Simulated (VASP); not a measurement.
Crystal: In4O.

```
In O
1.0
    -3.26873    3.26873    3.26873
     3.26873   -3.26873    3.26873
     3.26873    3.26873   -3.26873
In O
4 1
Cartesian
  1.1427 1.1427 1.1427
  -2.1260 2.1260 2.1260
  2.1260 2.1260 -2.1260
  2.1260 -2.1260 2.1260
  0.0000 0.0000 0.0000
```

The cell was built from a structure type or drawn by symmetry, and may not be a known phase.

```yaml
Program: VASP 6.6.1
Task: relaxation of cell and atoms
Functional: PBE
Potentials_or_basis: VASP PAW PBE potentials, release 64 (In_d, O)
Cutoff: 600 eV
k_mesh: 4 × 4 × 4
Occupations: gaussian, width 0.1 eV
Spin: no spin polarisation
```

At the start: pressure 11.1 GPa; volume 27.94 Å³/atom.

Q: Where does the relaxation end?

A: Over 10 steps the energy falls by 428.4 meV/atom and the volume is 27.37 Å³/atom (-2.0 %); space group I-43m (No. 217, to 0.1 Å) before and after.

Step by step:
| step | energy change (eV) | largest force (eV/Å) | pressure (GPa) | volume (Å³) |
| --- | --- | --- | --- | --- |
| 1 | 0.0000 | 4.7281 | 11.07 | 139.70 |
| 2 | -1.4276 | 0.5470 | -4.36 | 182.49 |
| 3 | -1.8297 | 0.4250 | -1.65 | 164.68 |
| 4 | -1.8300 | 0.4696 | -1.54 | 164.15 |
| 5 | -1.9271 | 0.4471 | -1.21 | 158.09 |
| 6 | -2.1016 | 0.3878 | 0.46 | 140.82 |
| 7 | -2.1083 | 0.3679 | 1.38 | 135.06 |
| 8 | -2.1344 | 0.1466 | -0.17 | 135.85 |
| 9 | -2.1404 | 0.0050 | 0.26 | 135.60 |
| 10 | -2.1418 | 0.0057 | 0.04 | 136.86 |

Final structure:
```
In O
1.0
    -3.24640    3.24640    3.24640
     3.24640   -3.24640    3.24640
     3.24640    3.24640   -3.24640
In O
4 1
Cartesian
  1.3075 1.3075 1.3075
  -1.9389 1.9389 1.9389
  1.9389 1.9389 -1.9389
  1.9389 -1.9389 1.9389
  0.0000 0.0000 0.0000
```
